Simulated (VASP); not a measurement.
# BPd4 (Pmm2) in VASP: settings compared

Aim: see how the results for BPd4 move with the level of theory and the settings. Levels: r2SCAN, PBE. Tasks: single point.

All numbers are computed with VASP 6.6.1; they aren't measurements. Logs are shortened: lines on timing, memory, paths and dates and some standing lists are left out, and cuts for length are marked.

### 1 The cell of the first run

It takes space group Pmm2 (No. 25, orthorhombic). Conventional cell: a = 2.892 Å, b = 4.365 Å, c = 5.856 Å, α = 90.00°, β = 90.00°, γ = 90.00°. Within 2.6 Å of Pd (site symmetry mm2) lie 1 B at 1.96 Å. Within 3.0 Å of Pd (site symmetry mm2) lie 2 B at 2.03 Å and 10 Pd at 2.77 to 2.99 Å. Within 3.6 Å of Pd (site symmetry mm2) lie 12 Pd at 2.73 to 3.47 Å. Pd (site symmetry mm2) has 2 B at 2.18 Å and 10 Pd at 2.89 to 3.07 Å within 3.1 Å. Within 2.6 Å of B (site symmetry mm2) lie 5 Pd at 1.96 to 2.18 Å.

### 2 Single point, r2SCAN

Input file POSCAR:

```
BPd4
1.0
    2.8920299704      0.0000000000      0.0000000000
    0.0000000000      4.3650077954      0.0000000000
    0.0000000000      0.0000000000      5.8563150000
Pd B
4 1
Direct
    0.5000000000      0.0000000000      0.1975780000
    0.0000000000      0.0000000000      0.6194700000
    0.0000000000      0.5000000000      0.3291640000
    0.5000000000      0.5000000000      0.8675610000
    0.5000000000      0.0000000000      0.8632270000
```

Input file INCAR.step1:

```
SYSTEM = BPd4
PREC = Accurate ; ENCUT = 520
ISMEAR = -1 ; SIGMA = 0.05
LREAL = .FALSE. ; LASPH = .TRUE.
NELM = 60 ; NBANDS = 30
GGA = PE ; ALGO = Normal
EDIFF = 1E-4 ; LWAVE = .TRUE.
LCHARG = .FALSE.
```

Input file INCAR.step2:

```
SYSTEM = BPd4
PREC = Accurate ; ENCUT = 520
EDIFF = 1E-7 ; ISMEAR = -1
SIGMA = 0.05 ; LREAL = .FALSE.
LASPH = .TRUE. ; NELM = 60
ALGO = Normal ; ISIF = 2
LWAVE = .FALSE. ; LCHARG = .TRUE.
METAGGA = R2SCAN ; LMIXTAU = .TRUE.
LELF = .TRUE. ; LVHAR = .TRUE.
NBANDS = 30 ; ISTART = 1
```

Input file KPOINTS:

```
regular mesh
0
G
  9 6 5
  0 0 0
```

Potentials or basis: VASP PAW PBE potentials, release 64 (Pd, B).

The run is started by

```console
$ cat potpaw_PBE.64/Pd/POTCAR potpaw_PBE.64/B/POTCAR > POTCAR
$ cp INCAR.step1 INCAR
$ mpirun -np 1 vasp_std > vasp.out
$ cp INCAR.step2 INCAR
$ mpirun -np 1 vasp_std > vasp.out
```

OUTCAR:

```text
SYSTEM = BPd4
   PREC = Accurate
   ENCUT = 520
   EDIFF = 1E-7
   ISMEAR = -1
   LREAL = .FALSE.
   LASPH = .TRUE.
   NELM = 60
   ISIF = 2
   METAGGA = R2SCAN
   ISTART = 1

 ion  position               nearest neighbor table
   1  0.500  0.000  0.198-   5 1.96   3 2.73   3 2.73   3 2.73   3 2.73   2 2.86   2 2.86   4 2.92
                             4 2.92
   2  0.000  0.000  0.619-   5 2.03   5 2.03   3 2.77   3 2.77   1 2.86   1 2.86   4 2.99   4 2.99
                             4 2.99   4 2.99
   3  0.000  0.500  0.329-   1 2.73   1 2.73   1 2.73   1 2.73   2 2.77   2 2.77   4 3.07   4 3.07

   4  0.500  0.500  0.868-   5 2.18   5 2.18   1 2.92   1 2.92   2 2.99   2 2.99   2 2.99   2 2.99
                             3 3.07   3 3.07
   5  0.500  0.000  0.863-   1 1.96   2 2.03   2 2.03   4 2.18   4 2.18

  LATTYP: Found a simple orthorhombic cell.
 ALAT       =     2.8920299704
 B/A-ratio  =     1.5093231537
 C/A-ratio  =     2.0249842014

  Lattice vectors:

 A1 = (   2.8920299704,   0.0000000000,   0.0000000000)
 A2 = (   0.0000000000,   4.3650077954,   0.0000000000)
 A3 = (   0.0000000000,   0.0000000000,   5.8563150000)

Analysis of symmetry for initial positions (statically):
=====================================================================
 Subroutine PRICEL returns:
 Original cell was already a primitive cell.

 Routine SETGRP: Setting up the symmetry group for a
 simple orthorhombic supercell.

 Subroutine GETGRP returns: Found  4 space group operations
 (whereof  4 operations were pure point group operations)
 out of a pool of  8 trial point group operations.

The static configuration has the point symmetry C_2v.

Analysis of symmetry for dynamics (positions and initial velocities):
=====================================================================
 Subroutine PRICEL returns:
 Original cell was already a primitive cell.

 Routine SETGRP: Setting up the symmetry group for a
 simple orthorhombic supercell.

 Subroutine GETGRP returns: Found  4 space group operations
 (whereof  4 operations were pure point group operations)
 out of a pool of  8 trial point group operations.

The dynamic configuration has the point symmetry C_2v.

 Subroutine INISYM returns: Found  4 space group operations
 (whereof  4 operations are pure point group operations),
 and found     1 'primitive' translations

----------------------------------------------------------------------------------------
[... 94 lines left out ...]
   LNONCOLLINEAR =      F non collinear calculations
   LSORBIT =      F    spin-orbit coupling
   LASPH  =      T    aspherical Exc in radial PAW
   ENCUT  =  520.0 eV  38.22 Ry    6.18 a.u.   5.38  8.12 10.89*2*pi/ulx,y,z
   NELM   =     60;   NELMIN=  2; NELMDL=  0     # of ELM steps
   EDIFF  = 0.1E-06   stopping-criterion for ELM
   LREAL  =      F    real-space projection
   EDIFFG = 0.1E-05   stopping-criterion for IOM
   NSW    =      0    number of steps for IOM
   IBRION =     -1    ionic relax: 0-MD 1-quasi-New 2-CG
   NFREE  =      0    steps in history (QN), initial steepest desc. (CG)
   ISIF   =      2    stress and relaxation
   ISYM   =      2    0-nonsym 1-usesym 2-fastsym
   POTIM  = 0.5000    time-step for ionic-motion
   TEBEG  =    0.0;   TEEND  =   0.0 temperature during run
   PSTRESS=    0.0 pullay stress
   NELECT =      43.0000    total number of electrons
   NUPDOWN=      -1.0000    fix difference up-down
   EMIN   =  10.00;   EMAX   =-10.00  energy-range for DOS
   EFERMI =   0.00;   METHOD = LEGACY
   ISMEAR =    -1;   SIGMA  =   0.05  broadening in eV -4-tet -1-fermi 0-gaus
   EFERMI_NEDOS =   21; number of points for ismear=-14 and -15
   IALGO  =     38    algorithm
   IMIX   =      4    mixing-type and parameters
     AMIX     =   0.40;   BMIX     =  1.00
     AMIX_MAG =   1.60;   BMIX_MAG =  1.00
  volume/ion in A,a.u.               =      14.79        99.78
  Fermi-wavevector in a.u.,A,eV,Ry     =   1.366554  2.582413 25.408482  1.867471
  Thomas-Fermi vector in A             =   2.492685
   LORBIT       =      0    0 simple, 1 ext, 2 COOP (PROOUT), +10 PAW based schemes
   METAGGA = R2SCAN    functional components
   LHFCALC =     F    Hartree Fock is set to
   AEXX    =    0.0000 exact exchange contribution
   IVDW    =     0    specifies the selected vdW correction
   LEPSILON=     F    determine dielectric tensor
   LRPA    =     F    only Hartree local field effects (RPA)
 non-spin polarized calculation
  energy-cutoff  :      520.00
  volume of cell :       73.93
 maximum number of plane-waves:      2009
 NGX is ok and might be reduce to    24
   NGX = 11   NGY = 17   NGZ = 21

 number of electron      42.9999999 magnetization

 Free energy of the ion-electron system (eV)
  ---------------------------------------------------
  ext. energy  EPLUGINS =         0.00000000
  ---------------------------------------------------
  free energy    TOTEN  =       -99.10522758 eV

  energy without entropy =      -99.08199060  energy(sigma->0) =      -99.09360909

 E-fermi :   7.9196     XC(G=0): -13.1257

 val. band max:        7.9193883448   @ k =   0.4444   0.0000   0.2000
 cond. band min:       7.9398657447   @ k =   0.3333   0.3333   0.4000
 fundamental gap:      0.0204773999
 Fermi energy:         7.9196007587

 k-point     1 :       0.0000    0.0000    0.0000
  band No.  band energies     occupation
      1      -2.0654      2.00000
      2       2.3127      2.00000
      3       2.5239      2.00000
      4       3.1690      2.00000
      5       3.2423      2.00000
      6       3.8477      2.00000
[... 781 lines left out ...]
     29      16.3350      0.00000
     30      18.1777      0.00000

 [... further k-points ...]
[... 5 lines left out ...]
  --------------------------------------------------------------------------------------
  -------------------------------------------------------------------------------------
  Total       -1.8326443     -1.7607226     -1.9849915      0.0000000      0.0000000      0.0000000
  in kB      -39.7170081    -38.1583231    -43.0186721      0.0000000      0.0000000      0.0000000
  external PRESSURE =     -40.2980011 kB  Pullay stress =       0.0000000 kB

 VOLUME and BASIS-vectors are now :
 -----------------------------------------------------------------------------
  energy-cutoff  :      520.00
  volume of cell :       73.93
      direct lattice vectors                 reciprocal lattice vectors
     2.892029970  0.000000000  0.000000000     0.345777883  0.000000000  0.000000000
     0.000000000  4.365007795  0.000000000     0.000000000  0.229094665  0.000000000
     0.000000000  0.000000000  5.856315000     0.000000000  0.000000000  0.170755842

 POSITION                                       TOTAL-FORCE (eV/Angst)
 -----------------------------------------------------------------------------------
      1.44601      0.00000      1.15708         0.000000      0.000000     -0.254960
      0.00000      0.00000      3.62781         0.000000      0.000000      0.078992
      0.00000      2.18250      1.92769         0.000000      0.000000      0.024415
      1.44601      2.18250      5.08071         0.000000      0.000000      0.132680
      1.44601      0.00000      5.05533         0.000000      0.000000      0.018872
 -----------------------------------------------------------------------------------
    total drift:                                0.000000     -0.000000      0.000253

  FREE ENERGIE OF THE ION-ELECTRON SYSTEM (eV)
  ---------------------------------------------------
  free  energy   TOTEN  =       -99.1052275763 eV

  energy  without entropy=      -99.0819906000  energy(sigma->0) =      -99.09360909
```

OUTCAR.step1:

```text
SYSTEM = BPd4
   PREC = Accurate
   ENCUT = 520
   ISMEAR = -1
   LREAL = .FALSE.
   LASPH = .TRUE.
   NELM = 60
[... 1029 lines left out ...]
      0.00000      2.18250      1.92769         0.000000      0.000000      0.040443
      1.44601      2.18250      5.08071         0.000000      0.000000      0.088149
      1.44601      0.00000      5.05533         0.000000      0.000000      0.046078
 -----------------------------------------------------------------------------------
    total drift:                                0.000000     -0.000000      0.000356

  FREE ENERGIE OF THE ION-ELECTRON SYSTEM (eV)
  ---------------------------------------------------
  free  energy   TOTEN  =       -27.5432502457 eV

  energy  without entropy=      -27.5178347607  energy(sigma->0) =      -27.53054250
```

OSZICAR.step1:

```text
N       E                     dE             d eps       ncg     rms          rms(c)
DAV:   1     0.263917057879E+03    0.26392E+03   -0.21375E+04  3600   0.137E+03
DAV:   2    -0.214571647582E+02   -0.28537E+03   -0.27042E+03  3888   0.312E+02
DAV:   3    -0.296745511727E+02   -0.82174E+01   -0.80925E+01  4076   0.562E+01
DAV:   4    -0.297442069804E+02   -0.69656E-01   -0.69627E-01  3980   0.506E+00
DAV:   5    -0.297453966947E+02   -0.11897E-02   -0.11897E-02  4164   0.717E-01    0.173E+01
DAV:   6    -0.279370565362E+02    0.18083E+01   -0.95467E+00  4158   0.249E+01    0.719E+00
DAV:   7    -0.277088629114E+02    0.22819E+00   -0.30925E+00  3936   0.169E+01    0.551E+00
DAV:   8    -0.275982145469E+02    0.11065E+00   -0.11829E+00  3882   0.121E+01    0.346E+00
DAV:   9    -0.275627745109E+02    0.35440E-01   -0.36277E-01  3964   0.604E+00    0.139E+00
DAV:  10    -0.275442402313E+02    0.18534E-01   -0.89675E-02  3958   0.311E+00    0.303E-01
DAV:  11    -0.275434000767E+02    0.84015E-03   -0.61314E-03  4026   0.822E-01    0.144E-01
DAV:  12    -0.275432659325E+02    0.13414E-03   -0.10148E-03  4068   0.385E-01    0.754E-02
DAV:  13    -0.275432502457E+02    0.15687E-04   -0.14629E-04  2046   0.117E-01
   1 F= -.27543250E+02 E0= -.27530543E+02  d E =-.254155E-01
```

It took 6.8 min on 1 thread of Intel Xeon 8259CL, shared host; peak memory 0.27 GiB.

What came out:

- Free energy: -99.1052 eV
- Pressure: -4.0 GPa
- Largest force: 0.255 eV/Å
- Band gap on the k mesh: zero (an odd number of electrons rules out a gap without spin polarisation)

Forces in eV/Å, atoms in the order of the input:
```
Pd   0.000  0.000 -0.255
Pd   0.000  0.000  0.079
Pd   0.000  0.000  0.024
Pd   0.000  0.000  0.133
B    0.000  0.000  0.019
```

Levels at points of the mesh, in eV from the Fermi level:
```
           k point  band 20  band 21  band 22  band 23  band 24  band 25
(0.00, 0.00, 0.00)    -0.86    -0.60    -0.21     0.06     0.47     5.62
(0.00, 0.50, 0.00)    -0.95    -0.89    -0.72    -0.50     1.64     2.38
```

Caveat: the cell stands under tension; the PAW data sets were made with another functional, which shifts forces and pressure a little.

### 3 Single point, PBE

Input file INCAR:

```
ALGO = Normal ; EDIFF = 1E-6
ENCUT = 630 ; GGA = PE
GGA_COMPAT = F ; ISIF = 2
ISMEAR = -1 ; LASPH = T
LCHARG = F ; LREAL = F
LWAVE = F ; NBANDS = 46
NELM = 120 ; PREC = Accurate
SIGMA = 0.05
```

Input file KPOINTS:

```
k-points
0
Gamma
  9 6 5
```

POSCAR is that of step 2.

Potentials or basis: VASP PAW PBE potentials, release 64 (Pd_sv_GW, B).

The run is started by

```console
$ cat potpaw_PBE.64/Pd_sv_GW/POTCAR potpaw_PBE.64/B/POTCAR > POTCAR
$ mpirun -np 1 vasp_std > vasp.out
```

It took 4.4 min on 1 thread of AMD EPYC 7R13 (Zen 3), shared host; peak memory 0.33 GiB.

It converged, with:

```yaml
Free_energy: -21.7555 eV
Pressure: -1.6 GPa
Largest_force: 0.252 eV/Å
Band_gap_on_the_k_mesh: zero (an odd number of electrons rules out a gap without spin polarisation)
```

Forces on the atoms (eV/Å):
```
Pd   0.000  0.000 -0.252
Pd   0.000  0.000  0.056
Pd   0.000  0.000  0.042
Pd   0.000  0.000  0.088
B    0.000  0.000  0.065
```

Stress tensor (GPa, compression positive):
```
-1.87  0.00  0.00
 0.00 -0.96  0.00
 0.00  0.00 -1.94
```

Levels at points of the mesh, in eV from the Fermi level:
```
           k point  band 36  band 37  band 38  band 39  band 40  band 41
(0.00, 0.00, 0.00)    -0.80    -0.53    -0.27     0.08     0.44     5.25
(0.00, 0.50, 0.00)    -0.87    -0.84    -0.73    -0.44     1.42     2.27
```

The gap in the log of VASP goes by the Fermi energy; the results here count the filled bands.